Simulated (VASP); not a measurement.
# Pb (P6_3/mmc) in VASP: a series of runs

Pb is run at these levels: r2SCAN, LDA; tasks: single point.

Program: VASP 6.6.1. These are calculated values, not measurements. Logs are shortened: lines on timing, memory, paths and dates and some standing lists are left out, and cuts for length are marked.

## Step 1: The cell of the first run

It takes space group P6_3/mmc (No. 194, hexagonal). Conventional cell: a = 3.503 Å, b = 3.503 Å, c = 5.627 Å, α = 90.00°, β = 90.00°, γ = 120.00°. Pb (site symmetry -6m2) has 12 Pb at 3.47 to 3.50 Å within 4.6 Å.

## Step 2: Single point, r2SCAN

Input file POSCAR:

```
Pb
1.0
    3.5030470293      0.0000000000      0.0000000000
   -1.7515235146      3.0337277180      0.0000000000
    0.0000000000      0.0000000000      5.6270209464
Pb
2
Direct
    0.6666666667      0.3333333333      0.7500000000
    0.3333333333      0.6666666667      0.2500000000
```

Input file INCAR.step1:

```
PREC     = Accurate       # precision mode
ENCUT    = 520            # plane-wave cutoff, eV
ISMEAR   = -1             # smearing method
SIGMA    = 0.05           # smearing width, eV
LREAL    = False          # projectors in reciprocal space
LASPH    = True           # aspherical terms in the spheres
NELM     = 100            # most SCF steps
NBANDS   = 21             # bands
GGA      = PE             # functional
ALGO     = Normal         # electronic algorithm
EDIFF    = 1E-4           # SCF threshold, eV
LWAVE    = True           # write WAVECAR
LCHARG   = False          # write CHGCAR
```

Input file INCAR.step2:

```
PREC     = Accurate       # precision mode
ENCUT    = 520            # plane-wave cutoff, eV
EDIFF    = 1E-7           # SCF threshold, eV
ISMEAR   = -1             # smearing method
SIGMA    = 0.05           # smearing width, eV
LREAL    = False          # projectors in reciprocal space
LASPH    = True           # aspherical terms in the spheres
NELM     = 100            # most SCF steps
ALGO     = Normal         # electronic algorithm
ISIF     = 2              # what is computed and relaxed
LWAVE    = False          # write WAVECAR
LCHARG   = False          # write CHGCAR
METAGGA  = R2SCAN         # meta-GGA
LMIXTAU  = True         
NBANDS   = 21             # bands
ISTART   = 1
```

Input file KPOINTS:

```
Automatic mesh
0
Gamma
  9 9 5
```

Potentials or basis: VASP PAW PBE potentials, release 64 (Pb_d).

On the command line:

```console
> cat potpaw_PBE.64/Pb_d/POTCAR > POTCAR
> cp INCAR.step1 INCAR
> mpirun -np 1 vasp_std > vasp.out
> cp INCAR.step2 INCAR
> mpirun -np 1 vasp_std > vasp.out
```

OUTCAR:

```text
PREC = Accurate
   ENCUT = 520
   EDIFF = 1E-7
   ISMEAR = -1
   LREAL = False
   LASPH = True
   NELM = 100
   ISIF = 2
   METAGGA = R2SCAN
   ISTART = 1

 ion  position               nearest neighbor table
   1  0.667  0.333  0.750-   2 3.47   2 3.47   2 3.47   2 3.47   2 3.47   2 3.47
   2  0.333  0.667  0.250-   1 3.47   1 3.47   1 3.47   1 3.47   1 3.47   1 3.47

  LATTYP: Found a hexagonal cell.
 ALAT       =     3.5030470293
 C/A-ratio  =     1.6063218391

  Lattice vectors:

 A1 = (   3.5030470293,   0.0000000000,   0.0000000000)
 A2 = (  -1.7515235146,   3.0337277180,   0.0000000000)
 A3 = (   0.0000000000,   0.0000000000,   5.6270209464)

Analysis of symmetry for initial positions (statically):
=====================================================================
 Subroutine PRICEL returns:
 Original cell was already a primitive cell.

 Routine SETGRP: Setting up the symmetry group for a
 hexagonal supercell.

 Subroutine GETGRP returns: Found 24 space group operations
 (whereof 12 operations were pure point group operations)
 out of a pool of 24 trial point group operations.

The static configuration has the point symmetry D_3d.
 The point group associated with its full space group is D_6h.

Analysis of symmetry for dynamics (positions and initial velocities):
=====================================================================
 Subroutine PRICEL returns:
 Original cell was already a primitive cell.

 Routine SETGRP: Setting up the symmetry group for a
 hexagonal supercell.

 Subroutine GETGRP returns: Found 24 space group operations
 (whereof 12 operations were pure point group operations)
 out of a pool of 24 trial point group operations.

The dynamic configuration has the point symmetry D_3d.
 The point group associated with its full space group is D_6h.

 Subroutine INISYM returns: Found 24 space group operations
 (whereof 12 operations are pure point group operations),
 and found     1 'primitive' translations

----------------------------------------------------------------------------------------

                                     Primitive cell
[... 75 lines left out ...]
   total plane-waves  NPLWV =  32928
   dimension x,y,z NGX =    28 NGY =   28 NGZ =   42
   dimension x,y,z NGXF=    56 NGYF=   56 NGZF=   84
   ions per type =               2
   NGX,Y,Z   is equivalent  to a cutoff of  13.29, 13.29, 12.41 a.u.
   NGXF,Y,Z  is equivalent  to a cutoff of  26.58, 26.58, 24.82 a.u.
 SYSTEM =  unknown system
   PREC   = accura    normal or accurate (medium, high low for compatibility)
   ISTART =      1    job   : 0-new  1-cont  2-samecut
   ICHARG =      0    charge: 1-file 2-atom 10-const
   ISPIN  =      1    spin polarized calculation?
   LNONCOLLINEAR =      F non collinear calculations
   LSORBIT =      F    spin-orbit coupling
   LASPH  =      T    aspherical Exc in radial PAW
   ENCUT  =  520.0 eV  38.22 Ry    6.18 a.u.   6.51  6.51 10.46*2*pi/ulx,y,z
   NELM   =    100;   NELMIN=  2; NELMDL=  0     # of ELM steps
   EDIFF  = 0.1E-06   stopping-criterion for ELM
   LREAL  =      F    real-space projection
   EDIFFG = 0.1E-05   stopping-criterion for IOM
   NSW    =      0    number of steps for IOM
   IBRION =     -1    ionic relax: 0-MD 1-quasi-New 2-CG
   NFREE  =      0    steps in history (QN), initial steepest desc. (CG)
   ISIF   =      2    stress and relaxation
   ISYM   =      2    0-nonsym 1-usesym 2-fastsym
   POTIM  = 0.5000    time-step for ionic-motion
   TEBEG  =    0.0;   TEEND  =   0.0 temperature during run
   PSTRESS=    0.0 pullay stress
   NELECT =      28.0000    total number of electrons
   NUPDOWN=      -1.0000    fix difference up-down
   EMIN   =  10.00;   EMAX   =-10.00  energy-range for DOS
   EFERMI =   0.00;   METHOD = LEGACY
   ISMEAR =    -1;   SIGMA  =   0.05  broadening in eV -4-tet -1-fermi 0-gaus
   EFERMI_NEDOS =   21; number of points for ismear=-14 and -15
   IALGO  =     38    algorithm
   IMIX   =      4    mixing-type and parameters
     AMIX     =   0.40;   BMIX     =  1.00
     AMIX_MAG =   1.60;   BMIX_MAG =  1.00
  volume/ion in A,a.u.               =      29.90       201.78
  Fermi-wavevector in a.u.,A,eV,Ry     =   1.271239  2.402293 21.987669  1.616048
  Thomas-Fermi vector in A             =   2.404183
   LORBIT       =      0    0 simple, 1 ext, 2 COOP (PROOUT), +10 PAW based schemes
   METAGGA = R2SCAN    functional components
   LHFCALC =     F    Hartree Fock is set to
   AEXX    =    0.0000 exact exchange contribution
   IVDW    =     0    specifies the selected vdW correction
   LEPSILON=     F    determine dielectric tensor
   LRPA    =     F    only Hartree local field effects (RPA)
 non-spin polarized calculation
  energy-cutoff  :      520.00
  volume of cell :       59.80
 maximum number of plane-waves:      1641
 NGX is ok and might be reduce to    28

 number of electron      28.0000002 magnetization

 Free energy of the ion-electron system (eV)
  ---------------------------------------------------
  ext. energy  EPLUGINS =         0.00000000
  ---------------------------------------------------
  free energy    TOTEN  =      -112.49071941 eV

  energy without entropy =     -112.48037137  energy(sigma->0) =     -112.48554539

 E-fermi :   7.3512     XC(G=0): -11.0022

 val. band max:        7.3495959089   @ k =   0.3333   0.1111   0.2000
 cond. band min:       7.4274076236   @ k =   0.2222   0.1111   0.4000
 fundamental gap:      0.0778117147
 Fermi energy:         7.3511993436

 k-point     1 :       0.0000    0.0000    0.0000
  band No.  band energies     occupation
      1     -10.3862      2.00000
      2     -10.3429      2.00000
      3     -10.3429      2.00000
      4     -10.3382      2.00000
      5     -10.3183      2.00000
      6     -10.3183      2.00000
[... 565 lines left out ...]
     20      20.5547      0.00000
     21      20.5547      0.00000

 [... further k-points ...]
[... 5 lines left out ...]
  --------------------------------------------------------------------------------------
  -------------------------------------------------------------------------------------
  Total        0.2270730      0.2270730      1.6028358      0.0000000      0.0000000      0.0000000
  in kB        6.0838013      6.0838013     42.9436076      0.0000000      0.0000000      0.0000000
  external PRESSURE =      18.3704034 kB  Pullay stress =       0.0000000 kB

 VOLUME and BASIS-vectors are now :
 -----------------------------------------------------------------------------
  energy-cutoff  :      520.00
  volume of cell :       59.80
      direct lattice vectors                 reciprocal lattice vectors
     3.503047029  0.000000000  0.000000000     0.285465765  0.164813736  0.000000000
    -1.751523515  3.033727718  0.000000000     0.000000000  0.329627473  0.000000000
     0.000000000  0.000000000  5.627020946     0.000000000  0.000000000  0.177713929

 POSITION                                       TOTAL-FORCE (eV/Angst)
 -----------------------------------------------------------------------------------
      1.75152      1.01124      4.22027        -0.000000      0.000000      0.000000
     -0.00000      2.02249      1.40676         0.000000     -0.000000      0.000000
 -----------------------------------------------------------------------------------
    total drift:                               -0.000000      0.000000     -0.000000

  FREE ENERGIE OF THE ION-ELECTRON SYSTEM (eV)
  ---------------------------------------------------
  free  energy   TOTEN  =      -112.4907194145 eV

  energy  without entropy=     -112.4803713749  energy(sigma->0) =     -112.48554539
```

OUTCAR.step1:

```text
PREC = Accurate
   ENCUT = 520
   ISMEAR = -1
   LREAL = False
   LASPH = True
[... 800 lines left out ...]
      1.75152      1.01124      4.22027        -0.000000      0.000000      0.000000
     -0.00000      2.02249      1.40676         0.000000     -0.000000      0.000000
 -----------------------------------------------------------------------------------
    total drift:                               -0.000000      0.000000     -0.000000

  FREE ENERGIE OF THE ION-ELECTRON SYSTEM (eV)
  ---------------------------------------------------
  free  energy   TOTEN  =        -7.0407597544 eV

  energy  without entropy=       -7.0292267057  energy(sigma->0) =       -7.03499323
```

It took 3.6 min on 1 thread of Intel Xeon Platinum 8375C at 2.90GHz (Ice Lake), shared host; peak memory 0.2 GiB.

Results:

| Quantity | Value |
| --- | --- |
| Free energy | -112.4907 eV |
| Pressure | 1.8 GPa |
| Band gap on the k mesh | zero (band 14 reaches 13.21 eV, above the bottom of band 15 at 5.35 eV) |

Caveat: the PAW data sets were made with another functional, which shifts forces and pressure a little; spin-orbit coupling is left out, which moves the levels of the heavy elements.

## Step 3: Single point, LDA (volume scaled by 0.96)

Input file INCAR:

```
SYSTEM = Pb
ALGO     = Normal         ! electronic algorithm
EDIFF    = 1E-7           ! SCF threshold, eV
ENCUT    = 520            ! plane-wave cutoff, eV
ISIF     = 2              ! what is computed and relaxed
ISMEAR   = -1             ! smearing method
LASPH    = .True.         ! aspherical terms in the spheres
LCHARG   = .False.        ! write CHGCAR
LREAL    = .False.        ! projectors in reciprocal space
LWAVE    = .False.        ! write WAVECAR
NBANDS   = 21             ! bands
NELM     = 80             ! most SCF steps
PREC     = Accurate       ! precision mode
SIGMA    = 0.05           ! smearing width, eV
```

Input file KPOINTS:

```
k-points
0
Gamma
  9 9 5
  0 0 0
```

Input file POSCAR:

```
Pb
1.0
    3.4329672075      0.0000000000      0.0000000000
   -1.7164836037      2.9730368121      0.0000000000
    0.0000000000      0.0000000000      5.5144501982
Pb
2
Direct
    0.6666666667      0.3333333333      0.7500000000
    0.3333333333      0.6666666667      0.2500000000
```

Potentials or basis: VASP PAW LDA potentials, release 64 (Pb_d).

On the command line:

```console
> cat potpaw_LDA.64/Pb_d/POTCAR > POTCAR
> mpirun -np 1 vasp_std > vasp.out
```

OUTCAR:

```text
SYSTEM = Pb
   EDIFF = 1E-7
   ENCUT = 520
   ISIF = 2
   ISMEAR = -1
   LASPH = .True.
   LREAL = .False.
   NELM = 80
   PREC = Accurate

 ion  position               nearest neighbor table
   1  0.667  0.333  0.750-   2 3.40   2 3.40   2 3.40   2 3.40   2 3.40   2 3.40
   2  0.333  0.667  0.250-   1 3.40   1 3.40   1 3.40   1 3.40   1 3.40   1 3.40

  LATTYP: Found a hexagonal cell.
 ALAT       =     3.4329672075
 C/A-ratio  =     1.6063218391

  Lattice vectors:

 A1 = (   3.4329672075,   0.0000000000,   0.0000000000)
 A2 = (  -1.7164836037,   2.9730368121,   0.0000000000)
 A3 = (   0.0000000000,   0.0000000000,   5.5144501982)

Analysis of symmetry for initial positions (statically):
=====================================================================
 Subroutine PRICEL returns:
 Original cell was already a primitive cell.

 Routine SETGRP: Setting up the symmetry group for a
 hexagonal supercell.

 Subroutine GETGRP returns: Found 24 space group operations
 (whereof 12 operations were pure point group operations)
 out of a pool of 24 trial point group operations.

The static configuration has the point symmetry D_3d.
 The point group associated with its full space group is D_6h.
[... 159 lines left out ...]

  energy without entropy =       -8.44143126  energy(sigma->0) =       -8.44593342

 E-fermi :   7.8440     XC(G=0): -10.8184

 val. band max:        7.8206735326   @ k =   0.3333   0.1111   0.2000
 cond. band min:       7.9778512608   @ k =   0.3333   0.3333   0.2000
 fundamental gap:      0.1571777282
 Fermi energy:         7.8440270587

 k-point     1 :       0.0000    0.0000    0.0000
  band No.  band energies     occupation
      1      -9.2443      2.00000
      2      -9.1792      2.00000
      3      -9.1792      2.00000
      4      -9.1790      2.00000
      5      -9.1501      2.00000
      6      -9.1501      2.00000
[... 565 lines left out ...]
     20      20.8932      0.00000
     21      20.8933      0.00000

 [... further k-points ...]

------------------------ aborting loop because EDIFF is reached ----------------------------------------

  FORCE on cell =-STRESS in cart. coord.  units (eV):
  Direction    XX          YY          ZZ          XY          YZ          ZX
  --------------------------------------------------------------------------------------
  -------------------------------------------------------------------------------------
  Total        0.0504157      0.0504157      1.6384599      0.0000000      0.0000000      0.0000000
  in kB        1.4351732      1.4351732     46.6416856      0.0000000      0.0000000      0.0000000
  external PRESSURE =      16.5040107 kB  Pullay stress =       0.0000000 kB

 VOLUME and BASIS-vectors are now :
 -----------------------------------------------------------------------------
  energy-cutoff  :      520.00
  volume of cell :       56.28
      direct lattice vectors                 reciprocal lattice vectors
     3.432967207  0.000000000  0.000000000     0.291293199  0.168178207  0.000000000
    -1.716483604  2.973036812  0.000000000     0.000000000  0.336356414  0.000000000
     0.000000000  0.000000000  5.514450198     0.000000000  0.000000000  0.181341741

 POSITION                                       TOTAL-FORCE (eV/Angst)
 -----------------------------------------------------------------------------------
      1.71648      0.99101      4.13584        -0.000000     -0.000000      0.000000
     -0.00000      1.98202      1.37861         0.000000      0.000000      0.000000
 -----------------------------------------------------------------------------------
    total drift:                                0.000000     -0.000000      0.000000

  FREE ENERGIE OF THE ION-ELECTRON SYSTEM (eV)
  ---------------------------------------------------
  free  energy   TOTEN  =        -8.4504355748 eV

  energy  without entropy=       -8.4414312634  energy(sigma->0) =       -8.44593342
```

It took 28 s on 1 thread of Intel Xeon Platinum 8488C (Sapphire Rapids), shared host; peak memory 0.17 GiB.

Results:

| Property | Result |
| --- | --- |
| Free energy | -8.4504 eV |
| Pressure | 1.7 GPa |
| Band gap on the k mesh | zero (band 14 reaches 13.78 eV, above the bottom of band 15 at 5.73 eV) |

Levels at points of the mesh, in eV from the Fermi level:
```tsv
k point	band 11	band 12	band 13	band 14	band 15	band 16	band 17	band 18
(0.00, 0.00, 0.00)	-12.26	-8.03	-4.49	5.77	5.77	7.77	7.77	8.48
```

Caveat: spin-orbit coupling is left out, which moves the levels of the heavy elements.

## Step 4: Single point, LDA (volume scaled by 0.98)

Input file INCAR:

```
PREC = Accurate
ENCUT = 520
EDIFF = 1E-6
ISMEAR = -1
SIGMA = 0.05
LREAL = False
LASPH = True
NELM = 100
ALGO = Fast
ISIF = 2
LWAVE = False
LCHARG = False
NBANDS = 21
```

Input file KPOINTS:

```
regular mesh
0
Gamma
  9 9 5
```

Input file POSCAR:

```
Pb
1.0
    3.4566435916      0.0000000000      0.0000000000
   -1.7283217958      2.9935411621      0.0000000000
    0.0000000000      0.0000000000      5.5524820910
Pb
2
Direct
    0.6666666667      0.3333333333      0.7500000000
    0.3333333333      0.6666666667      0.2500000000
```

On the command line:

```console
> cat potpaw_LDA.64/Pb_d/POTCAR > POTCAR
> mpirun -np 1 vasp_std > vasp.out
```

Run time: 34 s. Hardware: 1 thread of Intel Xeon Platinum 8488C (Sapphire Rapids), shared host; peak memory 0.17 GiB.

The run converged. Its results:

```yaml
Free_energy: -8.4589 eV
Pressure: 0.5 GPa
Band_gap_on_the_k_mesh: zero (band 14 reaches 13.42 eV, above the bottom of band 15 at 5.54 eV)
```

Stress tensor (GPa, compression positive):
```
-0.88  0.00  0.00
 0.00 -0.88  0.00
 0.00  0.00  3.25
```

Levels at points of the mesh, in eV from the Fermi level:
```csv
k point,band 11,band 12,band 13,band 14,band 15,band 16,band 17,band 18
"(0.00, 0.00, 0.00)",-12.11,-8.02,-4.38,5.66,5.66,7.60,7.60,8.29
```

Caveat: spin-orbit coupling is left out, which moves the levels of the heavy elements.

## Step 5: Single point, LDA

Input file INCAR:

```
SYSTEM = Pb
  ALGO = Normal
  EDIFF = 1E-6
  ENCUT = 520
  ISIF = 2
  ISMEAR = -1
  LASPH = .TRUE.
  LCHARG = .FALSE.
  LREAL = .FALSE.
  LWAVE = .FALSE.
  NBANDS = 21
  NELM = 100
  PREC = Accurate
  SIGMA = 0.05
```

Input file KPOINTS:

```
k-points
0
G
  9 9 5
  0 0 0
```

Input file POSCAR:

```
Pb
1.0
    3.5030470293      0.0000000000      0.0000000000
   -1.7515235146      3.0337277180      0.0000000000
    0.0000000000      0.0000000000      5.6270209464
Pb
2
Direct
    0.6666666667      0.3333333333      0.7500000000
    0.3333333333      0.6666666667      0.2500000000
```

On the command line:

```console
> cat potpaw_LDA.64/Pb_d/POTCAR > POTCAR
> mpirun -np 1 vasp_std > vasp.out
```

Run time: 22 s. Hardware: 1 thread of Intel Xeon Platinum 8488C (Sapphire Rapids), shared host; peak memory 0.17 GiB.

Results (log left out):

- Free energy: -8.4529 eV
- Pressure: -1.4 GPa
- Band gap on the k mesh: zero (band 14 reaches 12.72 eV, above the bottom of band 15 at 5.18 eV)

Stress tensor (GPa, compression positive):
```
-2.49  0.00  0.00
 0.00 -2.49  0.00
 0.00  0.00  0.74
```

Levels at points of the mesh, in eV from the Fermi level:
```
           k point  band 10  band 11  band 12  band 13  band 14  band 15  band 16  band 17  band 18  band 19
(0.00, 0.00, 0.00)   -16.69   -11.82    -7.98    -4.17     5.44     5.44     7.30     7.30     7.95     8.77
```

Caveat: spin-orbit coupling is left out, which moves the levels of the heavy elements.

## Step 6: Overview

```csv
level,potentials or basis,cell,gap on the mesh (eV),pressure (GPa)
r2SCAN,"VASP PAW PBE potentials, release 64 (Pb_d)","a = 3.503, b = 3.503, c = 5.627 Å, angles 90.0, 90.0, 120.0°, 2 atoms",none,1.8
LDA,"VASP PAW LDA potentials, release 64 (Pb_d)","a = 3.433, b = 3.433, c = 5.514 Å, angles 90.0, 90.0, 120.0°, 2 atoms",none,1.7
LDA,"VASP PAW LDA potentials, release 64 (Pb_d)","a = 3.457, b = 3.457, c = 5.552 Å, angles 90.0, 90.0, 120.0°, 2 atoms",none,0.5
LDA,"VASP PAW LDA potentials, release 64 (Pb_d)","a = 3.503, b = 3.503, c = 5.627 Å, angles 90.0, 90.0, 120.0°, 2 atoms",none,-1.4
```

Alike in all rows: task single point; no spin polarisation; k mesh 9 × 9 × 5; cutoff (eV) 520; smearing fermi-dirac 0.05 eV.

Caveats: spin-orbit coupling is left out, which moves the levels of the heavy elements; the PAW data sets were made with another functional, which shifts forces and pressure a little (some runs).

Absolute energies hang on the potentials; compare differences alone.
